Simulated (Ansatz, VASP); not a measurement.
SnSe: VASP beside Ansatz

INCAR

```
ALGO = Normal
EDIFF = 1E-8
ENCUT = 520
GGA = PS
ISIF = 2
ISMEAR = -1
LASPH = T
LCHARG = F
LEFG = T
LREAL = F
LWAVE = F
NBANDS = 17
NELM = 80
PREC = Accurate
SIGMA = 0.01
```

File KPOINTS:

```
k-points
0
Gamma
  7 7 7
```

The input POSCAR:

```
SnSe
1.0
    0.0301000000      3.0250500000      3.0250500000
    3.0250500000      0.0301000000      3.0250500000
    3.0250500000      3.0250500000      0.0301000000
Sn Se
1 1
Direct
    0.0000000000      0.0000000000      0.0000000000
    0.5000000000      0.5000000000      0.5000000000
```

Input for Ansatz:

```yaml
crystal:
  lattice:
    - [0.0301, 3.02505, 3.02505]
    - [3.02505, 0.0301, 3.02505]
    - [3.02505, 3.02505, 0.0301]
  atoms:
    - { symbol: Sn, position: [0.0, 0.0, 0.0] }
    - { symbol: Se, position: [0.5, 0.5, 0.5] }
kpoints:
  mp_grid: { grid: [7, 7, 7] }
scf:
  occupations: { method: fermi_dirac, width: 0.01 }
hamiltonian:
  xc: pbesol
  pseudopotentials: { kind: all_electron, datasets: crystal }
output:
  forces: true
  stress: true
  eigenvalues: true
  efg: { contact_densities: true }
```

Change from the starting cell: equal xy, yz and zx shear strains of +1 %, crystal datasets.

Alike in both runs: task electric field gradients; functional PBEsol; k mesh 7 × 7 × 7; occupations fermi-dirac, width 0.01 eV; no spin polarisation.

|  | VASP | Ansatz |
| --- | --- | --- |
| version | VASP 6.6.1 | Ansatz 0.2.0 |
| potentials or method | VASP PAW PBE potentials, release 64 (Sn_d, Se), cutoff 520 eV | all-electron PAW with datasets made for the crystal, scalar-relativistic |

|  | VASP | Ansatz | Ansatz less VASP |
| --- | --- | --- | --- |
| gap on the k mesh at the Fermi level (eV) | 0.63 | 0.64 | +0.002 |
| pressure (GPa) | -1.9 | -1.9 | -0.02 |
| traceless stress, the component that is largest in VASP (GPa) | -0.19 | -0.19 | 0.000 |
| size of Vzz on the site where it differs most (V/Å²) | 0.0 | 0.4 | +0.40 |

VASP's potentials were made for PBE, not for PBEsol. Ansatz ran all-electron here, and VASP with PAW potentials.
